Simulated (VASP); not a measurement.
## AlN: relaxation of the atoms with PBE

Crystal: AlN.

```xyz
4
Lattice="3.1299 0.0000 -0.2347 -1.5649 2.7106 0.1174 -0.3763 0.0000 4.8163" Properties=species:S:1:pos:R:3 pbc="T T T"
Al   -0.0007    1.8070    0.0083
Al    1.3762    0.9035    2.2991
N    -0.1442    1.8070    1.8459
N     1.2326    0.9035    4.1367
```

This cell differs from its parent crystal: engineering shear strain xz -0.1500, normal strain along z -0.0400.

```json
{
 "Program": "VASP 6.6.1",
 "Task": "relaxation of the atoms",
 "Functional": "PBE",
 "Potentials or basis": "VASP PAW PBE potentials, release 64 (Al, N)",
 "Cutoff": "520 eV",
 "k mesh": "9 × 9 × 6",
 "Occupations": "gaussian, width 0.05 eV",
 "Spin": "no spin polarisation",
 "Dipole correction": "no",
 "Further INCAR settings": "ALGO = Normal; EDIFF = 1e-06; IBRION = 2; EDIFFG = -0.01; NSW = 50"
}
```

```
Energy gained by relaxing    : 16.3 meV/atom
Ionic steps                  : 8
Pressure after relaxing      : 8.4 GPa
Largest force after relaxing : 0.008 eV/Å
Band gap on the k mesh       : 3.52 eV
```

Forces in eV/Å, atoms in the order of the input:
```
Al   0.006 -0.004  0.003
Al   0.006  0.004  0.003
N   -0.006 -0.001 -0.003
N   -0.006  0.001 -0.003
```

Stress tensor (GPa, compression positive):
```
 0.90  0.00 18.80
 0.00  6.13  0.00
18.80  0.00 18.12
```

Step by step:
| step | energy change (eV) | largest force (eV/Å) | pressure (GPa) |
| --- | --- | --- | --- |
| 1 | 0.0000 | 1.0332 | 10.27 |
| 2 | -0.0442 | 0.5916 | 8.08 |
| 3 | -0.0634 | 0.1691 | 8.51 |
| 4 | -0.0648 | 0.0643 | 8.33 |
| 5 | -0.0649 | 0.0273 | 8.37 |
| 6 | -0.0650 | 0.0227 | 8.38 |
| 7 | -0.0651 | 0.0266 | 8.40 |
| 8 | -0.0651 | 0.0076 | 8.38 |

Final structure:
```xyz
4
Lattice="3.1299 0.0000 -0.2347 -1.5649 2.7106 0.1174 -0.3763 0.0000 4.8163" Properties=species:S:1:pos:R:3 pbc="T T T"
Al   -0.3508    1.8072    4.8073
Al    1.4023    0.9033    2.2818
N    -0.1704    1.8217    1.8632
N     1.2064    0.8889    4.1540
```

Levels at points of the mesh, in eV from the valence-band top:
```tsv
k point	band 6	band 7	band 8	band 9	band 10	band 11
(0.00, 0.00, 0.00)	-1.23	-0.94	0.00	3.52	5.81	9.71
(0.00, 0.00, 0.50)	-1.57	-1.09	-1.09	5.60	5.60	9.91
```

It took 2.5 min on 1 thread of Intel(R) Xeon(R) Platinum 8375C CPU @ 2.90GHz (Ice Lake), with other jobs on the host, peak memory 0.19 GiB.

Caveat: the cell differs from its parent crystal (engineering shear strain xz -0.1500, normal strain along z -0.0400). A k mesh can miss the band edges.
